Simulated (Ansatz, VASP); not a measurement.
## Ti in VASP and in Ansatz

```xyz
1
Lattice="-1.6404 1.6404 1.6404 1.6404 -1.6404 1.6404 1.6404 1.6404 -1.6404" Properties=species:S:1:pos:R:3 pbc="T T T"
Ti    0.0000    0.0000    0.0000
```

Alike in both runs: task relaxation of cell and atoms; functional r2SCAN; k mesh 13 × 13 × 13; occupations fermi-dirac, width 0.1 eV; no spin polarisation.

|  | VASP | Ansatz |
| --- | --- | --- |
| version | VASP 6.6.1 | Ansatz 0.2.0 |
| potentials or method | VASP PAW PBE potentials, release 64 (Ti_sv), cutoff 600 eV | plane waves (500 eV) with PAW, scalar-relativistic |
| valence electrons in the cell | 12 | 12 |

```tsv
	VASP	Ansatz	Ansatz less VASP
relaxed volume (Å³/atom)	17.34	17.26	-0.078
relaxed length of the cell vector where the two differ most in proportion (Å)	2.824	2.820	-0.0043
```

VASP's potentials were made for PBE, not for r2SCAN. Ansatz's warnings: negative readings unjudged.
